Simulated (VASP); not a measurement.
# Sc (I4/mmm) in VASP: a series of runs, part 2 of 2

VASP 6.6.1. The steps go on from the part before.

## (3) Single point, PBEsol (strain -0.015 along x and y, +0.030 along z)

INCAR reads:

```
PREC = Accurate ; ENCUT = 520
EDIFF = 1E-7 ; ISMEAR = 0
SIGMA = 0.15 ; LREAL = F
LASPH = T ; NELM = 80
ALGO = Normal ; ISIF = 2
LWAVE = F ; LCHARG = T
GGA = PS ; LELF = T
LVHAR = T ; NBANDS = 12
```

KPOINTS reads:

```
regular mesh
0
Gamma
  18 18 18
```

POSCAR reads:

```
Sc
1.0
    0.0000000000      2.2364425000      2.3386150000
    2.2364425000      0.0000000000      2.3386150000
    2.2364425000      2.2364425000      0.0000000000
Sc
1
Direct
    0.0000000000      0.0000000000      0.0000000000
```

Potentials or basis: VASP PAW PBE potentials, release 64 (Sc_sv).

Launch:

```console
$ cat potpaw_PBE.64/Sc_sv/POTCAR > POTCAR
$ mpirun -np 1 vasp_std > vasp.out
```

It took 66 s on 1 thread of Intel Xeon Platinum 8488C (Sapphire Rapids), shared host; peak memory 0.24 GiB.

It converged, with:

```yaml
Free_energy: -6.5661 eV
Pressure: 0.5 GPa
```

Stress tensor (GPa, compression positive):
```
 0.98  0.00  0.00
 0.00  0.98  0.00
 0.00  0.00 -0.47
```

Levels at points of the mesh, in eV from the Fermi level:
```csv
k point,band 2,band 3,band 4,band 5,band 6,band 7,band 8,band 9
"(0.00, 0.00, 0.00)",-27.56,-27.56,-27.56,-5.30,1.44,1.76,1.76,2.93
"(0.50, 0.00, 0.00)",-28.04,-27.63,-27.60,-1.84,0.34,1.36,1.70,4.03
"(0.50, 0.50, 0.00)",-28.00,-27.70,-27.70,-1.68,-0.65,1.67,4.11,4.34
"(0.50, 0.00, 0.50)",-28.01,-27.76,-27.71,-1.62,-0.73,2.33,4.07,4.23
```

Caveat: the cell differs from its parent crystal (strain -0.015 along x and y, +0.030 along z); the PAW data sets were made with another functional, which shifts forces and pressure a little.

## (4) Single point, PBEsol (strain +0.000 along x and y, +0.015 along z)

INCAR reads:

```
PREC = Accurate ; ENCUT = 520
EDIFF = 1E-6 ; ISMEAR = 0
SIGMA = 0.15 ; LREAL = F
LASPH = T ; NELM = 100
ALGO = Normal ; ISIF = 2
LWAVE = F ; LCHARG = F
GGA = PS ; NBANDS = 12
```

KPOINTS reads:

```
Automatic mesh
0
Gamma
  18 18 18
```

POSCAR reads:

```
Sc
1.0
    0.0000000000      2.2705000000      2.3045575000
    2.2705000000      0.0000000000      2.3045575000
    2.2705000000      2.2705000000      0.0000000000
Sc
1
Direct
    0.0000000000      0.0000000000      0.0000000000
```

Launch:

```console
$ cat potpaw_PBE.64/Sc_sv/POTCAR > POTCAR
$ mpirun -np 1 vasp_std > vasp.out
```

Wall time 69 s (1 thread of Intel Xeon Platinum 8488C (Sapphire Rapids), shared host); peak memory 0.24 GiB.

Results (log left out):

| Property | Result |
| --- | --- |
| Free energy | -6.5692 eV |
| Pressure | -0.3 GPa |

Stress tensor (GPa, compression positive):
```
-0.19  0.00  0.00
 0.00 -0.19  0.00
 0.00  0.00 -0.64
```

Levels at points of the mesh, in eV from the Fermi level:
```
           k point  band 3  band 4  band 5  band 6  band 7  band 8
(0.00, 0.00, 0.00)  -27.61  -27.61   -5.27    1.56    1.66    1.66
(0.50, 0.00, 0.00)  -27.67  -27.66   -1.82    0.31    1.45    1.56
(0.50, 0.50, 0.00)  -27.76  -27.76   -1.62   -0.66    1.90    4.02
(0.50, 0.00, 0.50)  -27.78  -27.76   -1.60   -0.69    2.12    4.02
```

Caveat: the cell differs from its parent crystal (strain +0.000 along x and y, +0.015 along z); the PAW data sets were made with another functional, which shifts forces and pressure a little.

## (5) Single point, PBEsol (strain +0.015 along x and y, -0.015 along z)

INCAR reads:

```
SYSTEM = Sc
ALGO = Fast ; EDIFF = 1E-6
ENCUT = 520 ; GGA = PS
ISIF = 2 ; ISMEAR = 0
LASPH = .TRUE. ; LCHARG = .FALSE.
LREAL = .FALSE. ; LWAVE = .FALSE.
NBANDS = 12 ; NELM = 60
PREC = Accurate ; SIGMA = 0.15
```

KPOINTS reads:

```
k-points
0
G
  18 18 18
  0 0 0
```

POSCAR reads:

```
Sc
1.0
    0.0000000000      2.3045575000      2.2364425000
    2.3045575000      0.0000000000      2.2364425000
    2.3045575000      2.3045575000      0.0000000000
Sc
1
Direct
    0.0000000000      0.0000000000      0.0000000000
```

Potentials or basis: VASP PAW PBE potentials, release 64 (Sc_sv).

Launch:

```console
$ cat potpaw_PBE.64/Sc_sv/POTCAR > POTCAR
$ mpirun -np 1 vasp_std > vasp.out
```

OUTCAR:

```text
SYSTEM = Sc
   EDIFF = 1E-6
   ENCUT = 520
   GGA = PS
   ISIF = 2
   ISMEAR = 0
   LASPH = .TRUE.
   LREAL = .FALSE.
   NELM = 60
   PREC = Accurate

 ion  position               nearest neighbor table
   1  0.000  0.000  0.000-

  LATTYP: Found a body centered tetragonal cell.
 ALAT       =     3.2591364718
 C/A-ratio  =     1.3724141467

  Lattice vectors:

 A1 = (   0.0000000000,  -2.3045575000,  -2.2364425000)
[... 538 lines left out ...]
      9       6.6958      0.00000
     10       7.1959      0.00000
     11      14.8774      0.00000
     12      17.2463      0.00000

 [... further k-points ...]

------------------------ aborting loop because EDIFF is reached ----------------------------------------

  FORCE on cell =-STRESS in cart. coord.  units (eV):
  Direction    XX          YY          ZZ          XY          YZ          ZX
  --------------------------------------------------------------------------------------
  -------------------------------------------------------------------------------------
  Total       -0.0991907     -0.0991907      0.0236339      0.0000000      0.0000000      0.0000000
  in kB       -6.6898863     -6.6898863      1.5939834      0.0000000      0.0000000      0.0000000
  external PRESSURE =      -3.9285964 kB  Pullay stress =       0.0000000 kB

 VOLUME and BASIS-vectors are now :
 -----------------------------------------------------------------------------
  energy-cutoff  :      520.00
  volume of cell :       23.76
      direct lattice vectors                 reciprocal lattice vectors
     0.000000000  2.304557500  2.236442500    -0.216961391  0.216961391  0.223569352
     2.304557500  0.000000000  2.236442500     0.216961391 -0.216961391  0.223569352
     2.304557500  2.304557500  0.000000000     0.216961391  0.216961391 -0.223569352

 POSITION                                       TOTAL-FORCE (eV/Angst)
 -----------------------------------------------------------------------------------
      0.00000      0.00000      0.00000         0.000000      0.000000      0.000000
 -----------------------------------------------------------------------------------
    total drift:                               -0.000000      0.000000      0.000000

  FREE ENERGIE OF THE ION-ELECTRON SYSTEM (eV)
  ---------------------------------------------------
  free  energy   TOTEN  =        -6.5683159019 eV

  energy  without entropy=       -6.5472049786  energy(sigma->0) =       -6.55776044
```

OSZICAR:

```text
N       E                     dE             d eps       ncg     rms          rms(c)
DAV:   1     0.728682743707E+02    0.72868E+02   -0.51248E+03 11568   0.900E+02
DAV:   2    -0.588919515372E+01   -0.78757E+02   -0.77206E+02 11520   0.283E+02
DAV:   3    -0.728736173505E+01   -0.13982E+01   -0.13687E+01 15248   0.497E+01
DAV:   4    -0.731083303642E+01   -0.23471E-01   -0.23452E-01 14332   0.515E+00
DAV:   5    -0.731120984165E+01   -0.37681E-03   -0.37680E-03 15660   0.623E-01    0.574E+00
RMM:   6    -0.663697687574E+01    0.67423E+00   -0.69540E-01 11956   0.109E+01    0.173E+00
RMM:   7    -0.657557867681E+01    0.61398E-01   -0.75257E-01 14839   0.725E+00    0.817E-01
RMM:   8    -0.656979173534E+01    0.57869E-02   -0.50499E-02 12501   0.327E+00    0.488E-01
RMM:   9    -0.656868126629E+01    0.11105E-02   -0.17828E-02 14834   0.115E+00    0.143E-01
RMM:  10    -0.656826730840E+01    0.41396E-03   -0.29371E-03 15239   0.586E-01    0.477E-02
RMM:  11    -0.656833098064E+01   -0.63672E-04   -0.79563E-04 14877   0.180E-01    0.381E-02
RMM:  12    -0.656831274409E+01    0.18237E-04   -0.11400E-04 13511   0.137E-01    0.381E-03
RMM:  13    -0.656831575168E+01   -0.30076E-05   -0.31185E-05 13856   0.504E-02    0.289E-03
RMM:  14    -0.656831590190E+01   -0.15023E-06   -0.46945E-06 12084   0.249E-02
   1 F= -.65683159E+01 E0= -.65577604E+01  d E =-.211109E-01
```

Wall time 88 s (1 thread of Intel Xeon Platinum 8488C (Sapphire Rapids), shared host); peak memory 0.24 GiB.

What came out:

```
Free energy : -6.5683 eV
Pressure    : -0.4 GPa
```

Stress tensor (GPa, compression positive):
```
-0.67  0.00  0.00
 0.00 -0.67  0.00
 0.00  0.00  0.16
```

Caveat: the cell differs from its parent crystal (strain +0.015 along x and y, -0.015 along z); the PAW data sets were made with another functional, which shifts forces and pressure a little.

## (6) Summary

```csv
cell,gap on the mesh (eV),pressure (GPa)
"a = 3.211, b = 3.211, c = 3.163 Å, angles 60.5, 60.5, 59.0°, 1 atom",none,1.3
"a = 3.236, b = 3.236, c = 3.163 Å, angles 60.7, 60.7, 58.5°, 1 atom",none,0.5
"a = 3.235, b = 3.235, c = 3.211 Å, angles 60.2, 60.2, 59.5°, 1 atom",none,-0.3
"a = 3.211, b = 3.211, c = 3.259 Å, angles 59.5, 59.5, 61.0°, 1 atom",none,-0.4
```

Alike in all rows: task single point; level PBEsol; potentials or basis VASP PAW PBE potentials, release 64 (Sc_sv); no spin polarisation; k mesh 18 × 18 × 18; cutoff (eV) 520; smearing gaussian 0.15 eV.

Caveats: the PAW data sets were made with another functional, which shifts forces and pressure a little.

Total energies depend on the potentials used, so only differences within one code and one set of settings carry meaning.
